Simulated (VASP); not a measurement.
# SnSe2: single point with PBE+D3(BJ)

The system is SnSe2, a slab with vacuum.

```
Se Sn
1.0
     7.67810    0.00000    0.00000
    -3.83905    6.64943    0.00000
     0.00000    0.00000   23.78360
Se Sn
8 4
Direct
  0.33333 0.16667 0.33637
  0.33333 0.66667 0.33637
  0.83333 0.16667 0.33637
  0.83333 0.66667 0.33637
  0.16710 0.33367 0.46862
  0.16664 0.83338 0.47079
  0.66734 0.33428 0.47064
  0.66804 0.83334 0.47038
  0.99763 0.99523 0.40310
  0.99785 0.50228 0.40340
  0.50027 0.00017 0.40403
  0.50489 0.50267 0.40314
```

```json
{"Program": "VASP 6.6.1", "Task": "single point", "Functional": "PBE", "Dispersion": "D3(BJ)", "Potentials or basis": "VASP PAW PBE potentials, release 64 (Se, Sn_d)", "Cutoff": "400 eV", "k mesh": "3 × 3 × 1", "Occupations": "gaussian, width 0.05 eV", "Spin": "no spin polarisation", "Dipole correction": "yes", "Further INCAR settings": "ALGO = Normal; EDIFF = 1e-06; NBANDS = 64; NELMDL = -8"}
```

```yaml
Largest_force: 0.438 eV/Å
Band_gap_on_the_k_mesh: 0.77 eV
Dispersion_energy_per_atom: -0.251 eV
Ionisation_potential_of_the_upper_face: 5.99 eV
```

Forces on the atoms (eV/Å):
```
Se   0.067 -0.035  0.035
Se  -0.008  0.075  0.039
Se  -0.063 -0.024  0.035
Se   0.021 -0.009 -0.222
Se   0.004 -0.010  0.161
Se  -0.014 -0.004  0.035
Se  -0.008  0.003  0.063
Se  -0.015 -0.008  0.107
Sn   0.030  0.437  0.001
Sn   0.362 -0.193 -0.020
Sn  -0.012 -0.002 -0.229
Sn  -0.363 -0.229 -0.005
```

Levels at points of the mesh, in eV from the valence-band top:
```csv
k point,band 50,band 51,band 52,band 53,band 54,band 55
"(0.00, 0.00, 0.00)",-0.31,-0.08,-0.08,0.77,0.80,0.81
```

It took 8.2 min on 1 thread of Oxide Virtual Turin-like Processor, on a shared host, peak memory 0.8 GiB.

Caveat: semilocal functionals underestimate gaps, and a narrow one can read as zero; spin-orbit coupling is left out, which moves the levels of the heavy elements.
